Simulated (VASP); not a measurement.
# Si (Fd-3m) in VASP: further runs

Si is run at these levels: PBE; tasks: single point.

Everything below comes from runs of VASP 6.6.1. Logs are shortened: lines on timing, memory, paths and dates and some standing lists are left out, and cuts for length are marked.

### 1 The cell of the first run

Symmetry: Fd-3m, No. 227, cubic system. Conventional cell: a = 5.265 Å, b = 5.265 Å, c = 5.265 Å, α = 90.00°, β = 90.00°, γ = 90.00°. Within 3.0 Å of Si (site symmetry -43m) lie 4 Si at 2.28 Å.

### 2 Single point, PBE

INCAR reads:

```
SYSTEM = Si
PREC = Accurate
ENCUT = 520
EDIFF = 1E-6
ISMEAR = -1
SIGMA = 0.08
LREAL = .FALSE.
LASPH = .TRUE.
NELM = 80
ALGO = Normal
ISIF = 2
LWAVE = .FALSE.
LCHARG = .FALSE.
GGA = PE
NBANDS = 11
```

KPOINTS reads:

```
Automatic mesh
0
G
  13 13 13
  0 0 0
```

POSCAR reads:

```
Si
1.0
    0.0000000000      2.6323102213      2.6323102213
    2.6323102213      0.0000000000      2.6323102213
    2.6323102213      2.6323102213      0.0000000000
Si
2
Direct
   -0.1250000000     -0.1250000000     -0.1250000000
    0.1250000000      0.1250000000      0.1250000000
```

Potentials or basis: VASP PAW PBE potentials, release 64 (Si).

Run with:

```sh
cat potpaw_PBE.64/Si/POTCAR > POTCAR
mpirun -np 1 vasp_std > vasp.out
```

OUTCAR:

```text
SYSTEM = Si
   PREC = Accurate
   ENCUT = 520
   EDIFF = 1E-6
   ISMEAR = -1
   LREAL = .FALSE.
   LASPH = .TRUE.
   NELM = 80
   ISIF = 2
   GGA = PE

 ion  position               nearest neighbor table
   1  0.875  0.875  0.875-   2 2.28   2 2.28   2 2.28   2 2.28
   2  0.125  0.125  0.125-   1 2.28   1 2.28   1 2.28   1 2.28

  LATTYP: Found a face centered cubic cell.
 ALAT       =     5.2646204426

  Lattice vectors:

 A1 = (   0.0000000000,   2.6323102213,   2.6323102213)
 A2 = (   2.6323102213,   0.0000000000,   2.6323102213)
 A3 = (   2.6323102213,   2.6323102213,   0.0000000000)

Analysis of symmetry for initial positions (statically):
=====================================================================
 Subroutine PRICEL returns:
 Original cell was already a primitive cell.

 Routine SETGRP: Setting up the symmetry group for a
 face centered cubic supercell.

 Subroutine GETGRP returns: Found 48 space group operations
 (whereof 12 operations were pure point group operations)
 out of a pool of 48 trial point group operations.

The static configuration has the point symmetry D_3d.
 The point group associated with its full space group is O_h .

Analysis of symmetry for dynamics (positions and initial velocities):
=====================================================================
 Subroutine PRICEL returns:
 Original cell was already a primitive cell.

 Routine SETGRP: Setting up the symmetry group for a
 face centered cubic supercell.

 Subroutine GETGRP returns: Found 48 space group operations
 (whereof 12 operations were pure point group operations)
 out of a pool of 48 trial point group operations.

The dynamic configuration has the point symmetry D_3d.
 The point group associated with its full space group is O_h .

 Subroutine INISYM returns: Found 48 space group operations
 (whereof 12 operations are pure point group operations),
 and found     1 'primitive' translations

----------------------------------------------------------------------------------------

                                     Primitive cell

  volume of cell :      36.4789

  direct lattice vectors                    reciprocal lattice vectors
     0.000000000  2.632310221  2.632310221    -0.189947217  0.189947217  0.189947217
     2.632310221  0.000000000  2.632310221     0.189947217 -0.189947217  0.189947217
     2.632310221  2.632310221  0.000000000     0.189947217  0.189947217 -0.189947217

  length of vectors
     3.722648815  3.722648815  3.722648815     0.328998230  0.328998230  0.328998230

  position of ions in fractional coordinates (direct lattice)
     0.875000000  0.875000000  0.875000000
     0.125000000  0.125000000  0.125000000

  ion indices of the primitive-cell ions
   primitive index   ion index
                 1           1
                 2           2

----------------------------------------------------------------------------------------

 KPOINTS: Automatic mesh

Automatic generation of k-mesh.
 Grid dimensions read from file:
 generate k-points for:   13   13   13

 Generating k-lattice:

  Cartesian coordinates                     Fractional coordinates (reciprocal lattice)
    -0.014611324  0.014611324  0.014611324     0.076923077  0.000000000  0.000000000
     0.014611324 -0.014611324  0.014611324     0.000000000  0.076923077  0.000000000
     0.014611324  0.014611324 -0.014611324     0.000000000  0.000000000  0.076923077

  Length of vectors
     0.025307556  0.025307556  0.025307556

  Shift w.r.t. Gamma in fractional coordinates (k-lattice)
     0.000000000  0.000000000  0.000000000

 Subroutine IBZKPT returns following result:
 ===========================================

 Found     84 irreducible k-points:

 Following reciprocal coordinates:
            Coordinates               Weight
  0.000000  0.000000  0.000000      1.000000
  0.076923  0.000000  0.000000      8.000000
  0.153846  0.000000  0.000000      8.000000
  0.230769  0.000000  0.000000      8.000000
  0.307692  0.000000  0.000000      8.000000
  0.384615  0.000000  0.000000      8.000000
[... 16 lines left out ...]
  0.384615  0.153846  0.000000     24.000000
  0.461538  0.153846  0.000000     24.000000
 [... further k-points ...]
   k-points           NKPTS =     84   k-points in BZ     NKDIM =     84   number of bands    NBANDS=     11
   number of dos      NEDOS =    301   number of ions     NIONS =      2
   total plane-waves  NPLWV =  21952
   dimension x,y,z NGX =    28 NGY =   28 NGZ =   28
   dimension x,y,z NGXF=    56 NGYF=   56 NGZF=   56
   ions per type =               2
   NGX,Y,Z   is equivalent  to a cutoff of  12.50, 12.50, 12.50 a.u.
   NGXF,Y,Z  is equivalent  to a cutoff of  25.01, 25.01, 25.01 a.u.
 SYSTEM =  Si
   PREC   = accura    normal or accurate (medium, high low for compatibility)
   ISTART =      0    job   : 0-new  1-cont  2-samecut
   ICHARG =      2    charge: 1-file 2-atom 10-const
   ISPIN  =      1    spin polarized calculation?
   LNONCOLLINEAR =      F non collinear calculations
   LSORBIT =      F    spin-orbit coupling
   LASPH  =      T    aspherical Exc in radial PAW
   ENCUT  =  520.0 eV  38.22 Ry    6.18 a.u.   6.92  6.92  6.92*2*pi/ulx,y,z
   NELM   =     80;   NELMIN=  2; NELMDL= -5     # of ELM steps
   EDIFF  = 0.1E-05   stopping-criterion for ELM
   LREAL  =      F    real-space projection
   EDIFFG = 0.1E-04   stopping-criterion for IOM
   NSW    =      0    number of steps for IOM
   IBRION =     -1    ionic relax: 0-MD 1-quasi-New 2-CG
   NFREE  =      0    steps in history (QN), initial steepest desc. (CG)
   ISIF   =      2    stress and relaxation
   ISYM   =      2    0-nonsym 1-usesym 2-fastsym
   POTIM  = 0.5000    time-step for ionic-motion
   TEBEG  =    0.0;   TEEND  =   0.0 temperature during run
   PSTRESS=    0.0 pullay stress
   NELECT =       8.0000    total number of electrons
   NUPDOWN=      -1.0000    fix difference up-down
   EMIN   =  10.00;   EMAX   =-10.00  energy-range for DOS
   EFERMI =   0.00;   METHOD = LEGACY
   ISMEAR =    -1;   SIGMA  =   0.08  broadening in eV -4-tet -1-fermi 0-gaus
   EFERMI_NEDOS =   21; number of points for ismear=-14 and -15
   IALGO  =     38    algorithm
   IMIX   =      4    mixing-type and parameters
     AMIX     =   0.40;   BMIX     =  1.00
     AMIX_MAG =   1.60;   BMIX_MAG =  1.00
  volume/ion in A,a.u.               =      18.24       123.09
  Fermi-wavevector in a.u.,A,eV,Ry     =   0.987244  1.865620 13.260923  0.974650
  Thomas-Fermi vector in A             =   2.118684
   LORBIT       =      0    0 simple, 1 ext, 2 COOP (PROOUT), +10 PAW based schemes
   GGA     = PE    functional components
   LHFCALC =     F    Hartree Fock is set to
   AEXX    =    0.0000 exact exchange contribution
   IVDW    =     0    specifies the selected vdW correction
   LEPSILON=     F    determine dielectric tensor
   LRPA    =     F    only Hartree local field effects (RPA)
 non-spin polarized calculation
  energy-cutoff  :      520.00
  volume of cell :       36.48
 maximum number of plane-waves:       998
   NGX = 13   NGY = 13   NGZ = 13

 number of electron       7.9999999 magnetization

 Free energy of the ion-electron system (eV)
  ---------------------------------------------------
  ext. energy  EPLUGINS =         0.00000000
  ---------------------------------------------------
  free energy    TOTEN  =       -10.68889951 eV

  energy without entropy =      -10.68827070  energy(sigma->0) =      -10.68858511

 E-fermi :   6.9970     XC(G=0):  -9.7788

 val. band max:        6.8091266604   @ k =   0.0000   0.0000   0.0000
 cond. band min:       7.2214187689   @ k =   0.4615   0.4615   0.0000
 fundamental gap:      0.4122921085
 Fermi energy:         6.9969830891

 k-point     1 :       0.0000    0.0000    0.0000
  band No.  band energies     occupation
      1      -5.8161      2.00000
      2       6.8091      1.82558
      3       6.8091      1.82558
      4       6.8091      1.82558
      5       9.4075      0.00000
      6       9.4075      0.00000
      7       9.4075      0.00000
      8      11.2917      0.00000
      9      14.5693      0.00000
     10      14.5693      0.00000
     11      15.1527      0.00000

 k-point     2 :       0.0769    0.0000    0.0000
  band No.  band energies     occupation
      1      -5.7321      2.00000
      2       6.0458      1.99999
      3       6.6721      1.96614
      4       6.6721      1.96614
      5       9.5597      0.00000
      6       9.6090      0.00000
      7       9.6090      0.00000
      8      11.7574      0.00000
      9      14.3141      0.00000
     10      14.3141      0.00000
     11      15.5075      0.00000

 k-point     3 :       0.1538    0.0000    0.0000
  band No.  band energies     occupation
      1      -5.4821      2.00000
      2       4.5970      2.00000
      3       6.3728      1.99918
      4       6.3728      1.99918
      5       9.4726      0.00000
      6      10.0378      0.00000
      7      10.0378      0.00000
      8      12.9275      0.00000
      9      13.9243      0.00000
     10      13.9243      0.00000
     11      16.2386      0.00000

 k-point     4 :       0.2308    0.0000    0.0000
  band No.  band energies     occupation
      1      -5.0733      2.00000
      2       3.0664      2.00000
      3       6.0604      1.99998
      4       6.0604      1.99998
      5       9.2173      0.00000
      6      10.3527      0.00000
      7      10.3527      0.00000
      8      13.9330      0.00000
      9      13.9330      0.00000
     10      14.2256      0.00000
     11      16.2090      0.00000
[... 239 lines left out ...]
 k-point    22 :       0.3077    0.1538    0.0000
  band No.  band energies     occupation
      1      -4.6087      2.00000
      2       2.5974      2.00000
      3       4.9470      2.00000
      4       5.0301      2.00000
      5       8.8242      0.00000
      6      11.0847      0.00000
      7      11.3840      0.00000
      8      11.9051      0.00000
      9      15.7039      0.00000
     10      16.2768      0.00000
     11      17.5347      0.00000

 k-point    23 :       0.3846    0.1538    0.0000
  band No.  band energies     occupation
      1      -4.0218      2.00000
      2       1.2879      2.00000
      3       4.5210      2.00000
      4       4.9067      2.00000
      5       8.8892      0.00000
      6      11.1789      0.00000
      7      11.7409      0.00000
      8      11.8498      0.00000
      9      16.6891      0.00000
     10      16.9172      0.00000
     11      17.9487      0.00000

 k-point    24 :       0.4615    0.1538    0.0000
  band No.  band energies     occupation
      1      -3.3793      2.00000
      2       0.1739      2.00000
      3       4.1556      2.00000
      4       4.9092      2.00000
      5       8.8908      0.00000
      6      11.0089      0.00000
      7      11.4492      0.00000
      8      13.0920      0.00000
      9      16.5709      0.00000
     10      17.8583      0.00000
     11      18.9789      0.00000

 [... further k-points ...]
[... 5 lines left out ...]
  --------------------------------------------------------------------------------------
  -------------------------------------------------------------------------------------
  Total        2.9394777      2.9394777      2.9394777     -0.0000000      0.0000000     -0.0000000
  in kB      129.1039540    129.1039540    129.1039540     -0.0000000      0.0000000     -0.0000000
  external PRESSURE =     129.1039540 kB  Pullay stress =       0.0000000 kB

 VOLUME and BASIS-vectors are now :
 -----------------------------------------------------------------------------
  energy-cutoff  :      520.00
  volume of cell :       36.48
      direct lattice vectors                 reciprocal lattice vectors
     0.000000000  2.632310221  2.632310221    -0.189947217  0.189947217  0.189947217
     2.632310221  0.000000000  2.632310221     0.189947217 -0.189947217  0.189947217
     2.632310221  2.632310221  0.000000000     0.189947217  0.189947217 -0.189947217

 POSITION                                       TOTAL-FORCE (eV/Angst)
 -----------------------------------------------------------------------------------
      4.60654      4.60654      4.60654         0.000000      0.000000     -0.000000
      0.65808      0.65808      0.65808        -0.000000     -0.000000      0.000000
 -----------------------------------------------------------------------------------
    total drift:                               -0.000000     -0.000000     -0.000000

  FREE ENERGIE OF THE ION-ELECTRON SYSTEM (eV)
  ---------------------------------------------------
  free  energy   TOTEN  =       -10.6888995093 eV

  energy  without entropy=      -10.6882707029  energy(sigma->0) =      -10.68858511
```

It took 17 s on 1 thread of Intel Xeon Platinum 8488C (Sapphire Rapids), shared host; peak memory 0.16 GiB.

Results:

* Free energy: -10.6889 eV
* Pressure: 12.9 GPa
* Band gap on the k mesh: 0.41 eV, indirect (least direct gap 2.60 eV)

[end of part 1 of 2]
